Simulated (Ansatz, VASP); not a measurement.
SiO2 in VASP and in Ansatz

The input INCAR:

```
PREC = Accurate
ENCUT = 520
EDIFF = 1E-6
ISMEAR = -1
SIGMA = 0.03
LREAL = False
LASPH = True
NELM = 60
ALGO = Normal
ISIF = 2
LWAVE = False
LCHARG = False
GGA = PS
NBANDS = 25
```

File KPOINTS:

```
regular mesh
0
Gamma
  7 7 7
```

POSCAR

```
SiO2
1.0
   -2.3740500000      2.3740500000      3.8563200000
    2.3740500000     -2.3740500000      3.8563200000
    2.3740500000      2.3740500000     -3.8563200000
Si O
2 4
Direct
    0.0000000000      0.0000000000      0.0000000000
    0.7500000000      0.2500000000      0.5000000000
    0.9983800000      0.6250000000      0.8733800000
    0.3750000000      0.2483800000      0.3733800000
    0.7516200000      0.1250000000      0.1266200000
    0.8750000000      0.0016200000      0.6266200000
```

Input for Ansatz:

```yaml
crystal:
  lattice:
    - [-2.37405, 2.37405, 3.85632]
    - [2.37405, -2.37405, 3.85632]
    - [2.37405, 2.37405, -3.85632]
  atoms:
    - { symbol: Si, position: [0.0, 0.0, 0.0] }
    - { symbol: Si, position: [0.75, 0.25, 0.5] }
    - { symbol: O, position: [0.99838, 0.625, 0.87338] }
    - { symbol: O, position: [0.375, 0.24838, 0.37338] }
    - { symbol: O, position: [0.75162, 0.125, 0.12662] }
    - { symbol: O, position: [0.875, 0.00162, 0.62662] }
kpoints:
  mp_grid: { grid: [7, 7, 7] }
  band_path:
    path:
      - [0.0, 0.0, 0.0]
      - [0.0, 0.0, 0.5]
      - [0.25, 0.25, 0.25]
      - [0.0, 0.5, 0.0]
      - [0.0, 0.0, 0.0]
      - [0.5, 0.5, -0.5]
      - [0.3447487746, 0.6552512254, -0.3447487746]
      - [-0.3447487746, 0.3447487746, 0.3447487746]
      - [0.0, 0.0, 0.0]
    npoints: 5
scf:
  occupations: { method: fermi_dirac, width: 0.03 }
hamiltonian:
  xc: pbesol
  pseudopotentials: { kind: all_electron, lapw: { basis_error: 0.001 } }
output:
  forces: true
  stress: true
  eigenvalues: true
```

Change from the starting cell: zz strain of +3 %.

Alike in both runs: task single point; functional PBEsol; k mesh 7 × 7 × 7; occupations fermi-dirac, width 0.03 eV; no spin polarisation.

|  | VASP | Ansatz |
| --- | --- | --- |
| version | VASP 6.6.1 | Ansatz 0.2.0 |
| potentials or method | VASP PAW PBE potentials, release 64 (Si, O), cutoff 520 eV | all-electron LAPW, scalar-relativistic |

Ansatz gave:

```
gap on the k mesh at the Fermi level (eV)                     : 5.72
pressure (GPa)                                                : -3.9
traceless stress, the component that is largest in VASP (GPa) : -2.77
rms of the force components (eV/Å)                            : 0.158
```

**Question.** What did VASP give for the same quantities?

**Answer.** gap on the k mesh at the Fermi level (eV): 5.71; pressure (GPa): -3.4; traceless stress, the component that is largest in VASP (GPa): -2.67; rms of the force components (eV/Å): 0.143.

VASP's potentials were made for PBE, not for PBEsol. Atom by atom the forces differ by 0.015 eV/Å (rms over components). Ansatz ran all-electron here, and VASP with PAW potentials.
